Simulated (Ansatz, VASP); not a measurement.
# AlCu3 in VASP and in Ansatz

INCAR

```
SYSTEM = AlCu3
PREC = Accurate
ENCUT = 520
EDIFF = 1E-7
ISMEAR = 0
SIGMA = 0.15
LREAL = .False.
LASPH = .True.
NELM = 100
ALGO = Fast
ISIF = 2
LWAVE = .False.
LCHARG = .False.
GGA = PS
NBANDS = 46
```

KPOINTS

```
regular mesh
0
Gamma
  10 8 10
  0 0 0
```

File POSCAR:

```
AlCu3
1.0
    4.3009100577      0.0000000000      0.0000000000
    0.0000000000      5.2718707868      0.0000000000
    0.0000000000      0.0000000000      4.3385385769
Al Cu
2 6
Direct
    0.0000000000      0.0000000000      0.6642284160
    0.5000000000      0.5000000000      0.3357715840
    0.0000000000      0.5000000000      0.6680840759
    0.5000000000      0.0000000000      0.3319159241
    0.0000000000      0.2510188890      0.1639074279
    0.0000000000      0.7489811110      0.1639074279
    0.5000000000      0.2489811110      0.8360925721
    0.5000000000      0.7510188890      0.8360925721
```

Input for Ansatz:

```yaml
crystal:
  lattice:
    - [4.3009100577, 0.0, 0.0]
    - [0.0, 5.2718707868, 0.0]
    - [0.0, 0.0, 4.3385385769]
  atoms:
    - { symbol: Al, position: [0.0, 0.0, 0.664228416] }
    - { symbol: Al, position: [0.5, 0.5, 0.335771584] }
    - { symbol: Cu, position: [0.0, 0.5, 0.6680840759] }
    - { symbol: Cu, position: [0.5, 0.0, 0.3319159241] }
    - { symbol: Cu, position: [0.0, 0.251018889, 0.1639074279] }
    - { symbol: Cu, position: [0.0, 0.748981111, 0.1639074279] }
    - { symbol: Cu, position: [0.5, 0.248981111, 0.8360925721] }
    - { symbol: Cu, position: [0.5, 0.751018889, 0.8360925721] }
basis:
  ecutwfc: 420
kpoints:
  mp_grid: { grid: [10, 8, 10] }
hamiltonian:
  xc: pbesol
scf:
  occupations: { method: gaussian, width: 0.15 }
output:
  forces: true
  stress: true
  eigenvalues: true
```

Change from the starting cell: strain +0.030 along x and y, -0.030 along z, atoms carried along.

Alike in both runs: task single point; functional PBEsol; k mesh 10 × 8 × 10; occupations gaussian, width 0.15 eV; no spin polarisation.

|  | VASP | Ansatz |
| --- | --- | --- |
| version | VASP 6.6.1 | Ansatz 0.2.0 |
| potentials or method | VASP PAW PBE potentials, release 64 (Al, Cu), cutoff 520 eV | scalar-relativistic, plane waves, PAW |
| valence electrons in the cell | 72 | 120 |

Ansatz gave:

| Quantity | Value |
| --- | --- |
| gap on the k mesh at the Fermi level (eV) | none |
| pressure (GPa) | -3.7 |
| traceless stress, the component that is largest in VASP (GPa) | 5.12 |
| rms of the force components (eV/Å) | 0.077 |

**Question.** Which values does VASP return?

**Answer.** gap on the k mesh at the Fermi level (eV): none; pressure (GPa): -3.6; traceless stress, the component that is largest in VASP (GPa): 5.10; rms of the force components (eV/Å): 0.078.

VASP's potentials were made for PBE, not for PBEsol. Atom by atom the forces differ by 0.002 eV/Å (rms over components). A gap of «none» marks a metal or a gap that the smearing closes. The functional is the same, so the differences come from potentials, cutoffs and numerics. VASP's potentials hold 72 valence electrons a cell and Ansatz's 120, so a difference there can come from the potentials and not from the codes.
